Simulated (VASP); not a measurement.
A run of VASP 6.6.1:

The input INCAR:

```
ALGO     = Normal         # electronic algorithm
EDIFF    = 1E-6           # SCF threshold, eV
ENCUT    = 600            # plane-wave cutoff, eV
GGA      = PE             # functional
GGA_COMPAT= F            
ISIF     = 2              # what is computed and relaxed
ISMEAR   = -1             # smearing method
LASPH    = T              # aspherical terms in the spheres
LCHARG   = F              # write CHGCAR
LREAL    = F              # projectors in reciprocal space
LWAVE    = F              # write WAVECAR
NBANDS   = 11             # bands
NELM     = 120            # most SCF steps
PREC     = Accurate       # precision mode
SIGMA    = 0.08           # smearing width, eV
```

File KPOINTS:

```
k-points
0
Gamma
  14 14 14
```

POSCAR

```
SiC
1.0
    2.2757405122      0.0000000000      0.0000000000
    0.0000000000      2.2757405122      0.0000000000
    0.0000000000      0.0000000000      2.2757405122
Si C
1 1
Direct
    0.0000000000      0.0000000000      0.0000000000
    0.5000000000      0.5000000000      0.5000000000
```

Potentials or basis: VASP PAW PBE potentials, release 64 (Si, C).

Launch:

```console
$ cat potpaw_PBE.64/Si/POTCAR potpaw_PBE.64/C/POTCAR > POTCAR
$ mpirun -np 1 vasp_std > vasp.out
```

Hardware: 1 thread of Intel(R) Xeon(R) Platinum 8488C (Sapphire Rapids), on a shared host.

Q: Estimate the wall time of this run.

A: Wall time 12 s on 1 thread of Intel(R) Xeon(R) Platinum 8488C (Sapphire Rapids), with other jobs on the host, peak memory 0.13 GiB. Counts: scf iterations 10, k points 120.
